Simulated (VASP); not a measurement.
Here is a VASP 6.6.1 calculation.

Contents of INCAR:

```
ALGO = All ; EDIFF = 1E-6
ENCUT = 550 ; GGA = PE
GGA_COMPAT = False ; ISEARCH = 1
ISIF = 2 ; ISMEAR = 0
KPAR = 4 ; LASPH = True
LCHARG = True ; LREAL = False
LVHAR = True ; LWAVE = False
NBANDS = 56 ; NELM = 300
PREC = Accurate ; SIGMA = 0.2
```

KPOINTS

```
k-points
0
Gamma
  8 8 1
```

Contents of POSCAR:

```
Ti5Al6Ni
1.0
    2.8303928782      0.0000000000      0.0000000000
    0.0000000000      2.8303928782      0.0000000000
    0.0000000000      0.0000000000     23.2728018781
Ti Al Ni
5 6 1
Direct
    0.5000000000      0.5000000000      0.8249703963
    0.5000000000      0.5000000000      0.0000000000
    0.5000000000      0.5000000000      0.1750296037
    0.5000000000      0.5000000000      0.3498634988
    0.5000000000      0.5000000000      0.6501365012
    0.0000000000      0.0000000000      0.7374657265
    0.0000000000      0.0000000000      0.9124443781
    0.0000000000      0.0000000000      0.0875556219
    0.0000000000      0.0000000000      0.2625342735
    0.0000000000      0.0000000000      0.4359999216
    0.0000000000      0.0000000000      0.5640000784
    0.5000000000      0.5000000000      0.5000000000
```

Potentials or basis: VASP PAW PBE potentials, release 64 (Ti_sv, Al, Ni).

The run is started by

```sh
$ cat potpaw_PBE.64/Ti_sv/POTCAR potpaw_PBE.64/Al/POTCAR potpaw_PBE.64/Ni/POTCAR > POTCAR
$ mpirun -np 4 vasp_std > vasp.out
```

(1) Estimate the band gap on the k mesh.

(2) Estimate the largest force.

Answers

(1) zero (bands 44 and 45 overlap by 0.94 eV).

(2) 0.034 eV/Å.
